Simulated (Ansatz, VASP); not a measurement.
BeS: VASP beside Ansatz

```
CELL_PARAMETERS angstrom
0.00000 2.39768 2.39768
2.39768 0.00000 2.39768
2.39768 2.39768 0.00000
ATOMIC_POSITIONS crystal
Be 0.00000 0.00000 0.00000
S 0.75000 0.75000 0.75000
```

Alike in both runs: task single point; functional PBE; dispersion D4; k mesh 8 × 8 × 8; occupations gaussian, width 0.05 eV; no spin polarisation.

|  | VASP | Ansatz |
| --- | --- | --- |
| version | VASP 6.6.1 | Ansatz 0.2.0 |
| potentials or method | VASP PAW PBE potentials, release 64 (Be, S), cutoff 600 eV | scalar-relativistic, plane waves, PAW |
| valence electrons in the cell | 8 | 8 |

Ansatz gave:

```
gap on the k mesh at the Fermi level (eV) : 3.03
least direct gap on the mesh (eV)         : 5.63
pressure (GPa)                            : 2.1
```

Q: What did VASP give for the same quantities?

A: gap on the k mesh at the Fermi level (eV): 3.03; least direct gap on the mesh (eV): 5.65; pressure (GPa): 2.1.
